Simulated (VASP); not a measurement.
# Ca (P6_3/mmc) in VASP: notebook

Ca is run at these levels: r2SCAN; tasks: single point.

Program: VASP 6.6.1. These are calculated values, not measurements. Logs are shortened: lines on timing, memory, paths and dates and some standing lists are left out, and cuts for length are marked.

### 1 The cell of the first run

Symmetry: P6_3/mmc, No. 194, hexagonal system. Conventional cell: a = 3.980 Å, b = 3.980 Å, c = 6.520 Å, α = 90.00°, β = 90.00°, γ = 120.00°. Within 5.2 Å of Ca (site symmetry -6m2) lie 12 Ca at 3.98 to 3.99 Å.

### 2 Single point, r2SCAN

File POSCAR:

```
Ca
1.0
    3.9799995206      0.0000000000      0.0000000000
   -1.9899997603      3.4467806919      0.0000000000
    0.0000000000      0.0000000000      6.5200000000
Ca
2
Direct
    0.3333333333      0.6666666667      0.2500000000
    0.6666666667      0.3333333333      0.7500000000
```

File INCAR.step1:

```
SYSTEM = Ca
PREC = Accurate
ENCUT = 520
ISMEAR = 0
SIGMA = 0.15
LREAL = .FALSE.
LASPH = .TRUE.
NELM = 100
NBANDS = 17
GGA = PE
ALGO = Normal
EDIFF = 1E-4
LWAVE = .TRUE.
LCHARG = .FALSE.
```

File INCAR.step2:

```
SYSTEM = Ca
PREC = Accurate
ENCUT = 520
EDIFF = 1E-7
ISMEAR = 0
SIGMA = 0.15
LREAL = .FALSE.
LASPH = .TRUE.
NELM = 100
ALGO = Normal
ISIF = 2
LWAVE = .FALSE.
LCHARG = .FALSE.
METAGGA = R2SCAN
LMIXTAU = .TRUE.
NBANDS = 17
ISTART = 1
```

File KPOINTS:

```
regular mesh
0
G
  15 15 8
  0 0 0
```

Potentials or basis: VASP PAW PBE potentials, release 64 (Ca_sv).

Launch:

```console
$ cat potpaw_PBE.64/Ca_sv/POTCAR > POTCAR
$ cp INCAR.step1 INCAR
$ mpirun -np 1 vasp_std > vasp.out
$ cp INCAR.step2 INCAR
$ mpirun -np 1 vasp_std > vasp.out
```

OUTCAR:

```text
SYSTEM = Ca
   PREC = Accurate
   ENCUT = 520
   EDIFF = 1E-7
   ISMEAR = 0
   LREAL = .FALSE.
   LASPH = .TRUE.
   NELM = 100
   ISIF = 2
   METAGGA = R2SCAN
   ISTART = 1

 ion  position               nearest neighbor table
   1  0.333  0.667  0.250-
   2  0.667  0.333  0.750-

  LATTYP: Found a hexagonal cell.
 ALAT       =     3.9799995206
 C/A-ratio  =     1.6381911521

  Lattice vectors:

 A1 = (   3.9799995206,   0.0000000000,   0.0000000000)
 A2 = (  -1.9899997603,   3.4467806919,   0.0000000000)
 A3 = (   0.0000000000,   0.0000000000,   6.5200000000)

Analysis of symmetry for initial positions (statically):
=====================================================================
 Subroutine PRICEL returns:
 Original cell was already a primitive cell.

 Routine SETGRP: Setting up the symmetry group for a
 hexagonal supercell.

 Subroutine GETGRP returns: Found 24 space group operations
 (whereof 12 operations were pure point group operations)
 out of a pool of 24 trial point group operations.

The static configuration has the point symmetry D_3d.
 The point group associated with its full space group is D_6h.

Analysis of symmetry for dynamics (positions and initial velocities):
=====================================================================
 Subroutine PRICEL returns:
 Original cell was already a primitive cell.

 Routine SETGRP: Setting up the symmetry group for a
 hexagonal supercell.

 Subroutine GETGRP returns: Found 24 space group operations
 (whereof 12 operations were pure point group operations)
 out of a pool of 24 trial point group operations.

The dynamic configuration has the point symmetry D_3d.
 The point group associated with its full space group is D_6h.

 Subroutine INISYM returns: Found 24 space group operations
 (whereof 12 operations are pure point group operations),
 and found     1 'primitive' translations

----------------------------------------------------------------------------------------

                                     Primitive cell

  volume of cell :      89.4426

  direct lattice vectors                    reciprocal lattice vectors
     3.979999521  0.000000000  0.000000000     0.251256312  0.145062899  0.000000000
    -1.989999760  3.446780692  0.000000000     0.000000000  0.290125798  0.000000000
     0.000000000  0.000000000  6.520000000     0.000000000  0.000000000  0.153374233

  length of vectors
     3.979999521  3.979999521  6.520000000     0.290125798  0.290125798  0.153374233

  position of ions in fractional coordinates (direct lattice)
     0.333333333  0.666666667  0.250000000
     0.666666667  0.333333333  0.750000000

  ion indices of the primitive-cell ions
   primitive index   ion index
                 1           1
                 2           2

----------------------------------------------------------------------------------------

 KPOINTS: regular mesh

Automatic generation of k-mesh.
 Grid dimensions read from file:
 generate k-points for:   15   15    8

 Generating k-lattice:

  Cartesian coordinates                     Fractional coordinates (reciprocal lattice)
     0.016750421  0.009670860  0.000000000     0.066666667 -0.000000000  0.000000000
     0.000000000  0.019341720  0.000000000     0.000000000  0.066666667  0.000000000
     0.000000000  0.000000000  0.019171779     0.000000000  0.000000000  0.125000000

  Length of vectors
     0.019341720  0.019341720  0.019171779

  Shift w.r.t. Gamma in fractional coordinates (k-lattice)
     0.000000000  0.000000000  0.000000000

 Subroutine IBZKPT returns following result:
 ===========================================

 Found    135 irreducible k-points:

 Following reciprocal coordinates:
            Coordinates               Weight
  0.000000  0.000000  0.000000      1.000000
  0.066667  0.000000  0.000000      6.000000
  0.133333  0.000000  0.000000      6.000000
  0.200000  0.000000  0.000000      6.000000
  0.266667  0.000000  0.000000      6.000000
  0.333333  0.000000  0.000000      6.000000
[... 16 lines left out ...]
  0.333333  0.200000  0.000000     12.000000
  0.400000  0.200000  0.000000      6.000000
 [... further k-points ...]
   k-points           NKPTS =    135   k-points in BZ     NKDIM =    135   number of bands    NBANDS=     17
   number of dos      NEDOS =    301   number of ions     NIONS =      2
   total plane-waves  NPLWV =  43200
   dimension x,y,z NGX =    30 NGY =   30 NGZ =   48
   dimension x,y,z NGXF=    60 NGYF=   60 NGZF=   96
   ions per type =               2
   NGX,Y,Z   is equivalent  to a cutoff of  12.53, 12.53, 12.24 a.u.
   NGXF,Y,Z  is equivalent  to a cutoff of  25.06, 25.06, 24.48 a.u.
 SYSTEM =  Ca
   PREC   = accura    normal or accurate (medium, high low for compatibility)
   ISTART =      1    job   : 0-new  1-cont  2-samecut
   ICHARG =      0    charge: 1-file 2-atom 10-const
   ISPIN  =      1    spin polarized calculation?
   LNONCOLLINEAR =      F non collinear calculations
   LSORBIT =      F    spin-orbit coupling
   LASPH  =      T    aspherical Exc in radial PAW
   ENCUT  =  520.0 eV  38.22 Ry    6.18 a.u.   7.40  7.40 12.12*2*pi/ulx,y,z
   NELM   =    100;   NELMIN=  2; NELMDL=  0     # of ELM steps
   EDIFF  = 0.1E-06   stopping-criterion for ELM
   LREAL  =      F    real-space projection
   EDIFFG = 0.1E-05   stopping-criterion for IOM
   NSW    =      0    number of steps for IOM
   IBRION =     -1    ionic relax: 0-MD 1-quasi-New 2-CG
   NFREE  =      0    steps in history (QN), initial steepest desc. (CG)
   ISIF   =      2    stress and relaxation
   ISYM   =      2    0-nonsym 1-usesym 2-fastsym
   POTIM  = 0.5000    time-step for ionic-motion
   TEBEG  =    0.0;   TEEND  =   0.0 temperature during run
   PSTRESS=    0.0 pullay stress
   NELECT =      20.0000    total number of electrons
   NUPDOWN=      -1.0000    fix difference up-down
   EMIN   =  10.00;   EMAX   =-10.00  energy-range for DOS
   EFERMI =   0.00;   METHOD = LEGACY
   ISMEAR =     0;   SIGMA  =   0.15  broadening in eV -4-tet -1-fermi 0-gaus
   EFERMI_NEDOS =   21; number of points for ismear=-14 and -15
   IALGO  =     38    algorithm
   IMIX   =      4    mixing-type and parameters
     AMIX     =   0.40;   BMIX     =  1.00
     AMIX_MAG =   1.60;   BMIX_MAG =  1.00
  volume/ion in A,a.u.               =      44.72       301.79
  Fermi-wavevector in a.u.,A,eV,Ry     =   0.993658  1.877741 13.433785  0.987355
  Thomas-Fermi vector in A             =   2.125555
   LORBIT       =      0    0 simple, 1 ext, 2 COOP (PROOUT), +10 PAW based schemes
   METAGGA = R2SCAN    functional components
   LHFCALC =     F    Hartree Fock is set to
   AEXX    =    0.0000 exact exchange contribution
   IVDW    =     0    specifies the selected vdW correction
   LEPSILON=     F    determine dielectric tensor
   LRPA    =     F    only Hartree local field effects (RPA)
 non-spin polarized calculation
 Gauss-broadening in eV      SIGMA  =   0.15
  energy-cutoff  :      520.00
  volume of cell :       89.44
 maximum number of plane-waves:      2442
 NGX is ok and might be reduce to    30
   NGX = 15   NGY = 15   NGZ = 25

 number of electron      20.0000007 magnetization

 Free energy of the ion-electron system (eV)
  ---------------------------------------------------
  ext. energy  EPLUGINS =         0.00000000
  ---------------------------------------------------
  free energy    TOTEN  =       -14.06044063 eV

  energy without entropy =      -14.03354501  energy(sigma->0) =      -14.04699282

 E-fermi :   1.8379     XC(G=0):  -8.0331

 val. band max:        1.8182458460   @ k =   0.4667   0.0667   0.5000
 cond. band min:       1.8440095367   @ k =   0.4667   0.0667   0.3750
 fundamental gap:      0.0257636907
 Fermi energy:         1.8379222505

 k-point     1 :       0.0000    0.0000    0.0000
  band No.  band energies     occupation
      1     -42.1339      2.00000
      2     -42.1230      2.00000
      3     -22.2808      2.00000
      4     -22.1868      2.00000
      5     -22.1868      2.00000
      6     -22.1707      2.00000
[... 9 lines left out ...]
     16       4.6925      0.00000
     17       5.0893      0.00000

 k-point     2 :       0.0667    0.0000    0.0000
  band No.  band energies     occupation
      1     -42.1335      2.00000
      2     -42.1228      2.00000
      3     -22.2790      2.00000
      4     -22.1907      2.00000
      5     -22.1880      2.00000
      6     -22.1748      2.00000
[... 9 lines left out ...]
     16       4.7411      0.00000
     17       5.0038      0.00000

 k-point     3 :       0.1333    0.0000    0.0000
  band No.  band energies     occupation
      1     -42.1323      2.00000
      2     -42.1222      2.00000
      3     -22.2741      2.00000
      4     -22.2018      2.00000
      5     -22.1915      2.00000
      6     -22.1861      2.00000
[... 9 lines left out ...]
     16       4.7855      0.00000
     17       4.8939      0.00000

 k-point     4 :       0.2000    0.0000    0.0000
  band No.  band energies     occupation
      1     -42.1304      2.00000
      2     -42.1214      2.00000
      3     -22.2664      2.00000
      4     -22.2182      2.00000
      5     -22.2027      2.00000
      6     -22.1965      2.00000
[... 9 lines left out ...]
     16       4.8009      0.00000
     17       4.8461      0.00000
[... 343 lines left out ...]
      1     -42.1236      2.00000
      2     -42.1193      2.00000
      3     -22.2579      2.00000
      4     -22.2497      2.00000
      5     -22.2335      2.00000
      6     -22.2193      2.00000
[... 9 lines left out ...]
     16       5.3783      0.00000
     17       5.7379      0.00000

 k-point    23 :       0.3333    0.2000    0.0000
  band No.  band energies     occupation
      1     -42.1222      2.00000
      2     -42.1193      2.00000
      3     -22.2659      2.00000
      4     -22.2511      2.00000
      5     -22.2274      2.00000
      6     -22.2246      2.00000
[... 9 lines left out ...]
     16       5.5830      0.00000
     17       5.8778      0.00000

 k-point    24 :       0.4000    0.2000    0.0000
  band No.  band energies     occupation
      1     -42.1216      2.00000
      2     -42.1194      2.00000
      3     -22.2687      2.00000
      4     -22.2510      2.00000
      5     -22.2310      2.00000
      6     -22.2203      2.00000
[... 9 lines left out ...]
     16       5.7197      0.00000
     17       5.9958      0.00000

 [... further k-points ...]
[... 5 lines left out ...]
  --------------------------------------------------------------------------------------
  -------------------------------------------------------------------------------------
  Total       -0.2577702     -0.2577702     -0.2360449      0.0000000      0.0000000      0.0000000
  in kB       -4.6174154     -4.6174154     -4.2282533      0.0000000      0.0000000      0.0000000
  external PRESSURE =      -4.4876947 kB  Pullay stress =       0.0000000 kB

 VOLUME and BASIS-vectors are now :
 -----------------------------------------------------------------------------
  energy-cutoff  :      520.00
  volume of cell :       89.44
      direct lattice vectors                 reciprocal lattice vectors
     3.979999521  0.000000000  0.000000000     0.251256312  0.145062899  0.000000000
    -1.989999760  3.446780692  0.000000000     0.000000000  0.290125798  0.000000000
     0.000000000  0.000000000  6.520000000     0.000000000  0.000000000  0.153374233

 POSITION                                       TOTAL-FORCE (eV/Angst)
 -----------------------------------------------------------------------------------
     -0.00000      2.29785      1.63000         0.000000     -0.000000      0.000000
      1.99000      1.14893      4.89000        -0.000000      0.000000      0.000000
 -----------------------------------------------------------------------------------
    total drift:                               -0.000000      0.000000     -0.000000

  FREE ENERGIE OF THE ION-ELECTRON SYSTEM (eV)
  ---------------------------------------------------
  free  energy   TOTEN  =       -14.0604406336 eV

  energy  without entropy=      -14.0335450131  energy(sigma->0) =      -14.04699282
```

Run time: 15 min. Hardware: 1 thread of Intel Xeon Platinum 8375C at 2.90GHz (Ice Lake), shared host; peak memory 0.33 GiB.

Results:

```yaml
Free_energy: -14.0604 eV
Pressure: -0.4 GPa
Band_gap_on_the_k_mesh: zero (band 10 reaches 2.08 eV, above the bottom of band 11 at 1.43 eV)
```

Caveat: the PAW data sets were made with another functional, which shifts forces and pressure a little.

### 3 Single point, r2SCAN

POSCAR is that of step 2.

File INCAR.step1:

```
  ALGO = Normal
  EDIFF = 1E-4
  ENCUT = 520
  GGA = PE
  ISMEAR = 0
  LASPH = True
  LCHARG = False
  LREAL = False
  LWAVE = True
  NBANDS = 17
  NELM = 100
  PREC = Accurate
  SIGMA = 0.15
```

File INCAR.step2:

```
  ALGO = Normal
  EDIFF = 1E-6
  ENCUT = 520
  ISIF = 2
  ISMEAR = 0
  ISTART = 1
  LASPH = True
  LCHARG = False
  LMIXTAU = True
  LREAL = False
  LWAVE = False
  METAGGA = R2SCAN
  NBANDS = 17
  NELM = 100
  PREC = Accurate
  SIGMA = 0.15
```

File KPOINTS:

```
k-points
0
Gamma
  15 15 8
```

Potentials or basis: VASP PAW PBE potentials, release 64 (Ca_sv).

Launch:

```console
$ cat potpaw_PBE.64/Ca_sv/POTCAR > POTCAR
$ cp INCAR.step1 INCAR
$ mpirun -np 1 vasp_std > vasp.out
$ cp INCAR.step2 INCAR
$ mpirun -np 1 vasp_std > vasp.out
```

Run time: 11 min. Hardware: 1 thread of Intel Xeon Platinum 8375C at 2.90GHz (Ice Lake), shared host; peak memory 0.32 GiB.

The run converged. Its results:

* Free energy: -14.0604 eV
* Pressure: -0.5 GPa
* Band gap on the k mesh: zero (band 10 reaches 2.09 eV, above the bottom of band 11 at 1.43 eV)

Levels at points of the mesh, in eV from the Fermi level:
```csv
k point,band 8,band 9,band 10,band 11,band 12,band 13
"(0.00, 0.00, 0.00)",-24.00,-4.25,-1.01,-0.41,2.53,2.54
"(0.00, 0.00, 0.50)",-24.02,-3.22,-3.22,1.55,1.55,2.53
```

Caveat: the PAW data sets were made with another functional, which shifts forces and pressure a little.
